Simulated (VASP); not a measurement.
A run of VASP 6.6.1 is set up as follows.

Contents of POSCAR:

```
P
1.0
    3.2896253997      0.0000000000      0.0000000000
    0.0000000000      4.6349527190      0.0000000000
    0.0000000000      0.0000000000     30.3376758692
P
4
Direct
    0.0000000000      0.5914598852      0.4656575301
    0.5000000000      0.9085401148      0.4656575301
    0.5000000000      0.0914598852      0.5343424699
    0.0000000000      0.4085401148      0.5343424699
```

File INCAR.step1:

```
PREC = Accurate ; ENCUT = 440
ISMEAR = 0 ; SIGMA = 0.02
LREAL = False ; LASPH = True
NELM = 120 ; LDIPOL = True
IDIPOL = 3 ; DIPOL = 0.5 0.5 0.500
NBANDS = 18 ; GGA = PE
ALGO = Normal ; EDIFF = 1E-5
LWAVE = True ; LCHARG = False
GGA_COMPAT = False ; NELMDL = -8
```

Contents of INCAR.step2:

```
PREC = Accurate ; ENCUT = 440
EDIFF = 1E-6 ; ISMEAR = 0
SIGMA = 0.02 ; LREAL = False
LASPH = True ; NELM = 120
ALGO = Normal ; ISIF = 2
LWAVE = False ; LCHARG = False
LDIPOL = True ; IDIPOL = 3
DIPOL = 0.5 0.5 0.500 ; METAGGA = R2SCAN
LMIXTAU = True ; NBANDS = 18
ISTART = 1 ; GGA_COMPAT = False
```

Contents of KPOINTS:

```
Automatic mesh
0
Gamma
  10 8 1
```

Potentials or basis: VASP PAW PBE potentials, release 64 (P).

Launch:

```sh
$ cat potpaw_PBE.64/P/POTCAR > POTCAR
$ cp INCAR.step1 INCAR
$ mpirun -np 1 vasp_std > vasp.out
$ cp INCAR.step2 INCAR
$ mpirun -np 1 vasp_std > vasp.out
```

Estimate the band gap on the k mesh.

1.11 eV.

Predict the largest force.

0.098 eV/Å.

Forces on the atoms (eV/Å):
```
P    0.000  0.078  0.059
P    0.000 -0.078  0.059
P    0.000  0.078 -0.059
P    0.000 -0.078 -0.059
```

Caveat: the PAW data sets were made with another functional, which shifts forces and pressure a little.
